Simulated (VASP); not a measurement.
BaCd3Sn2: relaxation of cell and atoms with PBE

BaCd3Sn2:

```
CELL_PARAMETERS angstrom
6.07162 0.00000 0.00000
-3.03581 5.25818 0.00000
0.00000 0.00000 4.78596
ATOMIC_POSITIONS crystal
Ba 0.00000 0.00000 0.00000
Cd 0.50000 0.00000 0.50000
Cd 0.50000 0.50000 0.50000
Cd 0.00000 0.50000 0.50000
Sn 0.33333 0.66667 0.00000
Sn 0.66667 0.33333 0.00000
```

The cell was built from a structure type or drawn by symmetry, and may not be a known phase.

```json
{"Program": "VASP 6.6.1", "Task": "relaxation of cell and atoms", "Functional": "PBE", "Potentials or basis": "VASP PAW PBE potentials, release 64 (Ba_sv, Cd, Sn_d)", "Cutoff": "600 eV", "k mesh": "3 × 3 × 4", "Occupations": "gaussian, width 0.1 eV", "Spin": "no spin polarisation", "Dipole correction": "no", "Further INCAR settings": "ALGO = Normal; EDIFF = 1e-06; IBRION = 2; EDIFFG = -0.04; NSW = 90; ISIF = 3"}
```

```yaml
Relaxed_volume: 29.86 Å³/atom
Relaxed_cell: a = 6.583 Å, b = 6.583 Å, c = 4.773 Å, α = 90.00°, β = 90.00°, γ = 120.00°
Space_group_after_relaxing_to_0.1_Å: P6/mmm (No. 191)
Energy_gained_by_relaxing: 111.7 meV/atom
Ionic_steps: 6
Pressure_after_relaxing: -0.1 GPa
Band_gap_on_the_k_mesh: zero (bands 37 and 38 overlap by 0.54 eV)
```

Stress tensor (GPa, compression positive):
```
-0.01  0.00  0.00
 0.00 -0.01  0.00
 0.00  0.00 -0.13
```

Step by step:
```csv
step,energy change (eV),largest force (eV/Å),pressure (GPa),volume (Å³)
1,0.0000,0.0000,7.98,152.80
2,-0.6000,0.0000,-0.79,182.56
3,-0.6048,0.0000,-0.22,179.54
4,-0.6047,0.0000,-0.33,180.10
5,-0.6436,0.0000,-0.27,179.75
6,-0.6699,0.0000,-0.05,179.15
```

Final structure:
```
CELL_PARAMETERS angstrom
6.58331 0.00000 0.00000
-3.29166 5.70132 0.00000
0.00000 0.00000 4.77297
ATOMIC_POSITIONS crystal
Ba 0.00000 0.00000 0.00000
Cd 0.50000 0.00000 0.50000
Cd 0.50000 0.50000 0.50000
Cd 0.00000 0.50000 0.50000
Sn 0.33333 0.66667 0.00000
Sn 0.66667 0.33333 0.00000
```

Levels at points of the mesh, in eV from the Fermi level:
| k point | band 34 | band 35 | band 36 | band 37 | band 38 | band 39 | band 40 | band 41 |
| --- | --- | --- | --- | --- | --- | --- | --- | --- |
| (0.00, 0.00, 0.00) | -1.90 | -1.60 | -0.90 | -0.90 | 1.94 | 1.94 | 2.01 | 3.04 |
| (0.00, 0.00, 0.50) | -2.56 | -2.56 | -0.99 | -0.99 | -0.47 | -0.47 | 1.28 | 1.28 |

Wall time 4.1 min on 1 thread of Intel(R) Xeon(R) 6975P-C (Granite Rapids) (shared host), peak memory 0.35 GiB.

Caveat: the k points lie up to 0.37 Å⁻¹ apart in the final cell, too coarse for converged energies and pressures of a metal; the volume moved by over 15 % at a fixed basis, so the end points are rough; spin-orbit coupling is left out, which moves the levels of the heavy elements.
